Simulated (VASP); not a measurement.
Crystal: Ge5P.

```xyz
6
Lattice="3.2097 0.0000 0.0000 -1.6048 2.7796 0.0000 0.0000 0.0000 12.5163" Properties=species:S:1:pos:R:3 pbc="T T T"
Ge    1.6048    0.9265   10.7096
Ge    0.0000    0.0000    8.4741
Ge    1.6048    0.9265    6.2582
Ge    0.0000    0.0000    4.0423
Ge    1.6048    0.9265    1.8067
P     0.0000    0.0000    0.0000
```

The cell was built from a structure type or drawn by symmetry, and may not be a known phase.

```yaml
Program: VASP 6.6.1
Task: relaxation of cell and atoms
Functional: PBE
Potentials_or_basis: VASP PAW PBE potentials, release 64 (Ge_d, P)
Cutoff: 600 eV
k_mesh: 6 × 6 × 2
Occupations: gaussian, width 0.1 eV
Spin: no spin polarisation
```

At the start: pressure 1.3 GPa; volume 18.61 Å³/atom.

Problem. Where does the relaxation end?

Solution. Over 33 steps the energy falls by 90.4 meV/atom and the volume is 19.89 Å³/atom (+6.9 %); space group P-6m2 (No. 187, to 0.1 Å) before and after.

Step by step:
```
step  energy change (eV)  largest force (eV/Å)  pressure (GPa)  volume (Å³)
   1              0.0000                0.2101            1.28       111.67
   2             -0.0689                0.0527            0.26       114.05
   3             -0.0800                0.1004           -0.03       115.15
   4             -0.1217                0.4263           -1.30       117.31
   5             -0.2504                0.1601           -2.64       121.53
   6             -0.3138                0.0562           -1.64       120.18
   7             -0.3346                0.2410           -0.62       119.03
   8             -0.3350                0.2777           -0.44       118.86
   9             -0.3447                0.2853           -0.14       118.27
  10             -0.3682                0.3066            0.42       116.50
  11             -0.3800                0.2116            2.63       113.02
  12             -0.3830                0.2754            1.78       114.27
  13             -0.3871                0.2705            1.67       114.21
  14             -0.3989                0.2389            1.94       114.02
  15             -0.4186                0.1551            2.19       113.62
  16             -0.4536                0.1639            2.66       112.82
  17             -0.3630                0.4434            4.70       111.13
  18             -0.4572                0.2477            3.14       112.42
  19             -0.4858                0.3039            2.33       113.87
  20             -0.5048                0.3709            1.23       116.18
  21             -0.5064                0.3858            0.92       116.85
  22             -0.5068                0.3936            0.69       117.33
  23             -0.5163                0.3397            0.70       117.67
  24             -0.5345                0.1672            0.11       118.68
  25             -0.5206                0.2536           -0.69       120.71
  26             -0.5373                0.0763           -0.18       119.27
  27             -0.5382                0.0718            0.04       119.03
  28             -0.5385                0.0674            0.19       118.82
  29             -0.5393                0.0681            0.11       118.93
  30             -0.5413                0.0653            0.20       119.24
  31             -0.5415                0.0416           -0.16       119.85
  32             -0.5422                0.0564           -0.22       119.58
  33             -0.5424                0.0340            0.04       119.37
```

Final structure:
```
Ge P
1.0
     3.58249    0.00000    0.00000
    -1.79125    3.10253    0.00000
     0.00000    0.00000   10.73946
Ge P
5 1
Direct
  0.66667 0.33333 0.85411
  0.00000 0.00000 0.65818
  0.66667 0.33333 0.50000
  0.00000 0.00000 0.34182
  0.66667 0.33333 0.14589
  0.00000 0.00000 0.00000
```

Caveat: the k points lie up to 0.34 Å⁻¹ apart in the final cell, too coarse for converged energies and pressures of a metal.
